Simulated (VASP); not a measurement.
# C (Fd-3m) in VASP: a series of runs

C is run at these levels: PBE; tasks: single point.

All numbers are computed with VASP 6.6.1; they aren't measurements. Logs are shortened: lines on timing, memory, paths and dates and some standing lists are left out, and cuts for length are marked.

## (1) The cell of the first run

It takes space group Fd-3m (No. 227, cubic). The conventional cell has a = 3.571 Å, b = 3.571 Å, c = 3.571 Å, α = 90.00°, β = 90.00°, γ = 90.00°. C (site symmetry -43m) has 4 C at 1.55 Å within 2.1 Å.

## (2) Single point, PBE

Input file INCAR:

```
SYSTEM = C
  PREC = Accurate
  ENCUT = 520
  EDIFF = 1E-6
  ISMEAR = 0
  SIGMA = 0.02
  LREAL = .FALSE.
  LASPH = .TRUE.
  NELM = 100
  ALGO = Normal
  ISIF = 2
  LWAVE = .FALSE.
  LCHARG = .FALSE.
  GGA = PE
  NBANDS = 11
```

Input file KPOINTS:

```
Automatic mesh
0
G
  12 12 12
  0 0 0
```

Input file POSCAR:

```
C
1.0
    0.0000000000      1.7857375319      1.7857375319
    1.7857375319      0.0000000000      1.7857375319
    1.7857375319      1.7857375319      0.0000000000
C
2
Direct
    0.5000000000      0.5000000000      0.5000000000
    0.7500000000      0.7500000000      0.7500000000
```

Potentials or basis: VASP PAW PBE potentials, release 64 (C).

Launch:

```sh
$ cat potpaw_PBE.64/C/POTCAR > POTCAR
$ mpirun -np 1 vasp_std > vasp.out
```

OUTCAR:

```text
SYSTEM = C
   PREC = Accurate
   ENCUT = 520
   EDIFF = 1E-6
   ISMEAR = 0
   LREAL = .FALSE.
   LASPH = .TRUE.
   NELM = 100
   ISIF = 2
   GGA = PE

 ion  position               nearest neighbor table
   1  0.500  0.500  0.500-   2 1.55   2 1.55   2 1.55   2 1.55
   2  0.750  0.750  0.750-   1 1.55   1 1.55   1 1.55   1 1.55

  LATTYP: Found a face centered cubic cell.
 ALAT       =     3.5714750638

  Lattice vectors:

 A1 = (   0.0000000000,   1.7857375319,   1.7857375319)
 A2 = (   1.7857375319,   0.0000000000,   1.7857375319)
 A3 = (   1.7857375319,   1.7857375319,   0.0000000000)

Analysis of symmetry for initial positions (statically):
=====================================================================
 Subroutine PRICEL returns:
 Original cell was already a primitive cell.

 Routine SETGRP: Setting up the symmetry group for a
 face centered cubic supercell.

 Subroutine GETGRP returns: Found 48 space group operations
 (whereof 24 operations were pure point group operations)
 out of a pool of 48 trial point group operations.

The static configuration has the point symmetry T_d .
 The point group associated with its full space group is O_h .

Analysis of symmetry for dynamics (positions and initial velocities):
=====================================================================
 Subroutine PRICEL returns:
 Original cell was already a primitive cell.

 Routine SETGRP: Setting up the symmetry group for a
 face centered cubic supercell.

 Subroutine GETGRP returns: Found 48 space group operations
 (whereof 24 operations were pure point group operations)
 out of a pool of 48 trial point group operations.

The dynamic configuration has the point symmetry T_d .
 The point group associated with its full space group is O_h .

 Subroutine INISYM returns: Found 48 space group operations
 (whereof 24 operations are pure point group operations),
 and found     1 'primitive' translations

----------------------------------------------------------------------------------------

                                     Primitive cell

  volume of cell :      11.3889

  direct lattice vectors                    reciprocal lattice vectors
     0.000000000  1.785737532  1.785737532    -0.279996355  0.279996355  0.279996355
     1.785737532  0.000000000  1.785737532     0.279996355 -0.279996355  0.279996355
     1.785737532  1.785737532  0.000000000     0.279996355  0.279996355 -0.279996355

  length of vectors
     2.525414236  2.525414236  2.525414236     0.484967913  0.484967913  0.484967913

  position of ions in fractional coordinates (direct lattice)
     0.500000000  0.500000000  0.500000000
     0.750000000  0.750000000  0.750000000

  ion indices of the primitive-cell ions
   primitive index   ion index
                 1           1
                 2           2

----------------------------------------------------------------------------------------

 KPOINTS: Automatic mesh

Automatic generation of k-mesh.
 Grid dimensions read from file:
 generate k-points for:   12   12   12

 Generating k-lattice:

  Cartesian coordinates                     Fractional coordinates (reciprocal lattice)
    -0.023333030  0.023333030  0.023333030     0.083333333  0.000000000  0.000000000
     0.023333030 -0.023333030  0.023333030     0.000000000  0.083333333  0.000000000
     0.023333030  0.023333030 -0.023333030     0.000000000  0.000000000  0.083333333

  Length of vectors
     0.040413993  0.040413993  0.040413993

  Shift w.r.t. Gamma in fractional coordinates (k-lattice)
     0.000000000  0.000000000  0.000000000

 Subroutine IBZKPT returns following result:
 ===========================================

 Found     72 irreducible k-points:

 Following reciprocal coordinates:
            Coordinates               Weight
  0.000000  0.000000  0.000000      1.000000
  0.083333  0.000000  0.000000      8.000000
  0.166667  0.000000  0.000000      8.000000
  0.250000  0.000000  0.000000      8.000000
  0.333333  0.000000  0.000000      8.000000
  0.416667  0.000000  0.000000      8.000000
[... 16 lines left out ...]
  0.500000  0.166667  0.000000     24.000000
 -0.416667  0.166667  0.000000     24.000000
 [... further k-points ...]
   k-points           NKPTS =     72   k-points in BZ     NKDIM =     72   number of bands    NBANDS=     11
   number of dos      NEDOS =    301   number of ions     NIONS =      2
   total plane-waves  NPLWV =   8000
   dimension x,y,z NGX =    20 NGY =   20 NGZ =   20
   dimension x,y,z NGXF=    40 NGYF=   40 NGZF=   40
   ions per type =               2
   NGX,Y,Z   is equivalent  to a cutoff of  13.17, 13.17, 13.17 a.u.
   NGXF,Y,Z  is equivalent  to a cutoff of  26.33, 26.33, 26.33 a.u.
 SYSTEM =  C
   PREC   = accura    normal or accurate (medium, high low for compatibility)
   ISTART =      0    job   : 0-new  1-cont  2-samecut
   ICHARG =      2    charge: 1-file 2-atom 10-const
   ISPIN  =      1    spin polarized calculation?
   LNONCOLLINEAR =      F non collinear calculations
   LSORBIT =      F    spin-orbit coupling
   LASPH  =      T    aspherical Exc in radial PAW
   ENCUT  =  520.0 eV  38.22 Ry    6.18 a.u.   4.70  4.70  4.70*2*pi/ulx,y,z
   NELM   =    100;   NELMIN=  2; NELMDL= -5     # of ELM steps
   EDIFF  = 0.1E-05   stopping-criterion for ELM
   LREAL  =      F    real-space projection
   EDIFFG = 0.1E-04   stopping-criterion for IOM
   NSW    =      0    number of steps for IOM
   IBRION =     -1    ionic relax: 0-MD 1-quasi-New 2-CG
   NFREE  =      0    steps in history (QN), initial steepest desc. (CG)
   ISIF   =      2    stress and relaxation
   ISYM   =      2    0-nonsym 1-usesym 2-fastsym
   POTIM  = 0.5000    time-step for ionic-motion
   TEBEG  =    0.0;   TEEND  =   0.0 temperature during run
   PSTRESS=    0.0 pullay stress
   NELECT =       8.0000    total number of electrons
   NUPDOWN=      -1.0000    fix difference up-down
   EMIN   =  10.00;   EMAX   =-10.00  energy-range for DOS
   EFERMI =   0.00;   METHOD = LEGACY
   ISMEAR =     0;   SIGMA  =   0.02  broadening in eV -4-tet -1-fermi 0-gaus
   EFERMI_NEDOS =   21; number of points for ismear=-14 and -15
   IALGO  =     38    algorithm
   IMIX   =      4    mixing-type and parameters
     AMIX     =   0.40;   BMIX     =  1.00
     AMIX_MAG =   1.60;   BMIX_MAG =  1.00
  volume/ion in A,a.u.               =       5.69        38.43
  Fermi-wavevector in a.u.,A,eV,Ry     =   1.455271  2.750063 28.814604  2.117814
  Thomas-Fermi vector in A             =   2.572325
   LORBIT       =      0    0 simple, 1 ext, 2 COOP (PROOUT), +10 PAW based schemes
   GGA     = PE    functional components
   LHFCALC =     F    Hartree Fock is set to
   AEXX    =    0.0000 exact exchange contribution
   IVDW    =     0    specifies the selected vdW correction
   LEPSILON=     F    determine dielectric tensor
   LRPA    =     F    only Hartree local field effects (RPA)
 non-spin polarized calculation
 Gauss-broadening in eV      SIGMA  =   0.02
  energy-cutoff  :      520.00
  volume of cell :       11.39
 maximum number of plane-waves:       331
   NGX =  9   NGY =  9   NGZ =  9

 number of electron       7.9999999 magnetization

 Free energy of the ion-electron system (eV)
  ---------------------------------------------------
  ext. energy  EPLUGINS =         0.00000000
  ---------------------------------------------------
  free energy    TOTEN  =       -18.18576166 eV

  energy without entropy =      -18.18576166  energy(sigma->0) =      -18.18576166

 E-fermi :   9.7760     XC(G=0): -13.2309

 val. band max:        9.6724153830   @ k =   0.0000   0.0000   0.0000
 cond. band min:      13.8165258833   @ k =   0.3333   0.3333   0.0000
 fundamental gap:      4.1441105003
 Fermi energy:         9.7760163516

 k-point     1 :       0.0000    0.0000    0.0000
  band No.  band energies     occupation
      1     -11.7513      2.00000
      2       9.6724      2.00000
      3       9.6724      2.00000
      4       9.6724      2.00000
      5      15.2515      0.00000
      6      15.2515      0.00000
      7      15.2515      0.00000
      8      22.9133      0.00000
      9      28.9155      0.00000
     10      36.1633      0.00000
     11      36.1633      0.00000

 k-point     2 :       0.0833    0.0000    0.0000
  band No.  band energies     occupation
      1     -11.5595      2.00000
      2       8.4503      2.00000
      3       9.3514      2.00000
      4       9.3514      2.00000
      5      15.6725      0.00000
      6      15.6725      0.00000
      7      15.9617      0.00000
      8      23.0816      0.00000
      9      29.2356      0.00000
     10      34.0453      0.00000
     11      34.0453      0.00000

 k-point     3 :       0.1667    0.0000    0.0000
  band No.  band energies     occupation
      1     -10.9864      2.00000
      2       5.9274      2.00000
      3       8.6537      2.00000
      4       8.6537      2.00000
      5      16.5882      0.00000
      6      16.5882      0.00000
      7      17.0407      0.00000
      8      23.5653      0.00000
      9      29.9048      0.00000
     10      32.4539      0.00000
     11      32.4539      0.00000
[... 267 lines left out ...]
 k-point    23 :       0.5000    0.1667    0.0000
  band No.  band energies     occupation
      1      -6.0167      2.00000
      2      -2.3036      2.00000
      3       4.6997      2.00000
      4       5.7220      2.00000
      5      16.7555      0.00000
      6      20.3659      0.00000
      7      20.8489      0.00000
      8      23.9205      0.00000
      9      29.7671      0.00000
     10      33.4188      0.00000
     11      36.2100      0.00000

 k-point    24 :      -0.4167    0.1667    0.0000
  band No.  band energies     occupation
      1      -5.5902      2.00000
      2      -2.8160      2.00000
      3       4.2153      2.00000
      4       6.0987      2.00000
      5      17.1914      0.00000
      6      19.8780      0.00000
      7      20.8267      0.00000
      8      25.0668      0.00000
      9      29.0761      0.00000
     10      33.8161      0.00000
     11      34.1726      0.00000

 [... further k-points ...]

------------------------ aborting loop because EDIFF is reached ----------------------------------------

  FORCE on cell =-STRESS in cart. coord.  units (eV):
  Direction    XX          YY          ZZ          XY          YZ          ZX
  --------------------------------------------------------------------------------------
  -------------------------------------------------------------------------------------
  Total        0.0500227      0.0500227      0.0500227     -0.0000000      0.0000000      0.0000000
  in kB        7.0371246      7.0371246      7.0371246     -0.0000000      0.0000000      0.0000000
  external PRESSURE =       7.0371246 kB  Pullay stress =       0.0000000 kB

 VOLUME and BASIS-vectors are now :
 -----------------------------------------------------------------------------
  energy-cutoff  :      520.00
  volume of cell :       11.39
      direct lattice vectors                 reciprocal lattice vectors
     0.000000000  1.785737532  1.785737532    -0.279996355  0.279996355  0.279996355
     1.785737532  0.000000000  1.785737532     0.279996355 -0.279996355  0.279996355
     1.785737532  1.785737532  0.000000000     0.279996355  0.279996355 -0.279996355

 POSITION                                       TOTAL-FORCE (eV/Angst)
 -----------------------------------------------------------------------------------
      1.78574      1.78574      1.78574         0.000000      0.000000      0.000000
      2.67861      2.67861      2.67861        -0.000000     -0.000000     -0.000000
 -----------------------------------------------------------------------------------
    total drift:                                0.000000     -0.000000      0.000000

  FREE ENERGIE OF THE ION-ELECTRON SYSTEM (eV)
  ---------------------------------------------------
  free  energy   TOTEN  =       -18.1857616615 eV

  energy  without entropy=      -18.1857616615  energy(sigma->0) =      -18.18576166
```

Run time: 10 s. Hardware: 1 thread of AMD EPYC 7R43 (Zen 3), shared host; peak memory 0.09 GiB.

Results:

```yaml
Free_energy: -18.1858 eV
Pressure: 0.7 GPa
Band_gap_on_the_k_mesh: 4.14 eV, indirect (least direct gap 5.58 eV)
```

A k mesh can miss the band edges.

## (3) Single point, PBE

Input file INCAR:

```
SYSTEM = C
ALGO     = Normal         ! electronic algorithm
EDIFF    = 1E-6           ! SCF threshold, eV
ENCUT    = 520            ! plane-wave cutoff, eV
GGA      = PE             ! functional
ISIF     = 2              ! what is computed and relaxed
ISMEAR   = 0              ! smearing method
LASPH    = .True.         ! aspherical terms in the spheres
LCHARG   = .True.         ! write CHGCAR
LELF     = .True.         ! ELF
LREAL    = .False.        ! projectors in reciprocal space
LVHAR    = .True.       
LWAVE    = .False.        ! write WAVECAR
NBANDS   = 11             ! bands
NELM     = 80             ! most SCF steps
PREC     = Accurate       ! precision mode
SIGMA    = 0.05           ! smearing width, eV
```

Input file KPOINTS:

```
k-points
0
Gamma
  12 12 12
  0 0 0
```

POSCAR is that of step 2.

Potentials or basis: VASP PAW PBE potentials, release 64 (C).

Launch:

```sh
$ cat potpaw_PBE.64/C/POTCAR > POTCAR
$ mpirun -np 1 vasp_std > vasp.out
```

OUTCAR:

```text
SYSTEM = C
   EDIFF = 1E-6
   ENCUT = 520
   GGA = PE
   ISIF = 2
   ISMEAR = 0
   LASPH = .True.
   LREAL = .False.
   NELM = 80
   PREC = Accurate

 ion  position               nearest neighbor table
   1  0.500  0.500  0.500-   2 1.55   2 1.55   2 1.55   2 1.55
   2  0.750  0.750  0.750-   1 1.55   1 1.55   1 1.55   1 1.55

  LATTYP: Found a face centered cubic cell.
 ALAT       =     3.5714750638

  Lattice vectors:

 A1 = (   0.0000000000,   1.7857375319,   1.7857375319)
 A2 = (   1.7857375319,   0.0000000000,   1.7857375319)
 A3 = (   1.7857375319,   1.7857375319,   0.0000000000)

Analysis of symmetry for initial positions (statically):
=====================================================================
 Subroutine PRICEL returns:
 Original cell was already a primitive cell.

 Routine SETGRP: Setting up the symmetry group for a
 face centered cubic supercell.

 Subroutine GETGRP returns: Found 48 space group operations
 (whereof 24 operations were pure point group operations)
 out of a pool of 48 trial point group operations.

The static configuration has the point symmetry T_d .
 The point group associated with its full space group is O_h .

Analysis of symmetry for dynamics (positions and initial velocities):
=====================================================================
 Subroutine PRICEL returns:
 Original cell was already a primitive cell.

 Routine SETGRP: Setting up the symmetry group for a
 face centered cubic supercell.

 Subroutine GETGRP returns: Found 48 space group operations
 (whereof 24 operations were pure point group operations)
 out of a pool of 48 trial point group operations.

The dynamic configuration has the point symmetry T_d .
 The point group associated with its full space group is O_h .

 Subroutine INISYM returns: Found 48 space group operations
 (whereof 24 operations are pure point group operations),
 and found     1 'primitive' translations
[... 119 lines left out ...]
   LORBIT       =      0    0 simple, 1 ext, 2 COOP (PROOUT), +10 PAW based schemes
   GGA     = PE    functional components
   LHFCALC =     F    Hartree Fock is set to
   AEXX    =    0.0000 exact exchange contribution
   IVDW    =     0    specifies the selected vdW correction
   LEPSILON=     F    determine dielectric tensor
   LRPA    =     F    only Hartree local field effects (RPA)
 non-spin polarized calculation
 Gauss-broadening in eV      SIGMA  =   0.05
  energy-cutoff  :      520.00
  volume of cell :       11.39
 maximum number of plane-waves:       331
   NGX =  9   NGY =  9   NGZ =  9

 number of electron       7.9999999 magnetization

 Free energy of the ion-electron system (eV)
  ---------------------------------------------------
  ext. energy  EPLUGINS =         0.00000000
  ---------------------------------------------------
  free energy    TOTEN  =       -18.18576166 eV

  energy without entropy =      -18.18576166  energy(sigma->0) =      -18.18576166

 E-fermi :   9.9638     XC(G=0): -13.2309

 val. band max:        9.6724153830   @ k =   0.0000   0.0000   0.0000
 cond. band min:      13.8165258833   @ k =   0.3333   0.3333   0.0000
 fundamental gap:      4.1441105003
 Fermi energy:         9.9637747820

 k-point     1 :       0.0000    0.0000    0.0000
  band No.  band energies     occupation
      1     -11.7513      2.00000
      2       9.6724      2.00000
      3       9.6724      2.00000
      4       9.6724      2.00000
      5      15.2515      0.00000
      6      15.2515      0.00000
      7      15.2515      0.00000
      8      22.9133      0.00000
      9      28.9155      0.00000
     10      36.1633      0.00000
     11      36.1633      0.00000
[... 309 lines left out ...]
 k-point    24 :      -0.4167    0.1667    0.0000
  band No.  band energies     occupation
      1      -5.5902      2.00000
      2      -2.8160      2.00000
      3       4.2153      2.00000
      4       6.0987      2.00000
      5      17.1914      0.00000
      6      19.8780      0.00000
      7      20.8267      0.00000
      8      25.0668      0.00000
      9      29.0761      0.00000
     10      33.8161      0.00000
     11      34.1726      0.00000

 [... further k-points ...]

------------------------ aborting loop because EDIFF is reached ----------------------------------------

  FORCE on cell =-STRESS in cart. coord.  units (eV):
  Direction    XX          YY          ZZ          XY          YZ          ZX
  --------------------------------------------------------------------------------------
  -------------------------------------------------------------------------------------
  Total        0.0500227      0.0500227      0.0500227     -0.0000000     -0.0000000      0.0000000
  in kB        7.0371246      7.0371246      7.0371246     -0.0000000     -0.0000000      0.0000000
  external PRESSURE =       7.0371246 kB  Pullay stress =       0.0000000 kB

 VOLUME and BASIS-vectors are now :
 -----------------------------------------------------------------------------
  energy-cutoff  :      520.00
  volume of cell :       11.39
      direct lattice vectors                 reciprocal lattice vectors
     0.000000000  1.785737532  1.785737532    -0.279996355  0.279996355  0.279996355
     1.785737532  0.000000000  1.785737532     0.279996355 -0.279996355  0.279996355
     1.785737532  1.785737532  0.000000000     0.279996355  0.279996355 -0.279996355

 POSITION                                       TOTAL-FORCE (eV/Angst)
 -----------------------------------------------------------------------------------
      1.78574      1.78574      1.78574        -0.000000     -0.000000     -0.000000
      2.67861      2.67861      2.67861         0.000000      0.000000      0.000000
 -----------------------------------------------------------------------------------
    total drift:                                0.000000     -0.000000      0.000000

  FREE ENERGIE OF THE ION-ELECTRON SYSTEM (eV)
  ---------------------------------------------------
  free  energy   TOTEN  =       -18.1857616615 eV

  energy  without entropy=      -18.1857616615  energy(sigma->0) =      -18.18576166
```

Wall time 10 s (1 thread of AMD EPYC 7R43 (Zen 3), shared host); peak memory 0.08 GiB.

Results:

```
Free energy            : -18.1858 eV
Pressure               : 0.7 GPa
Band gap on the k mesh : 4.14 eV, indirect (least direct gap 5.58 eV)
```

A k mesh can miss the band edges. PBE gaps usually lie below the measured ones, often by a third to a half.
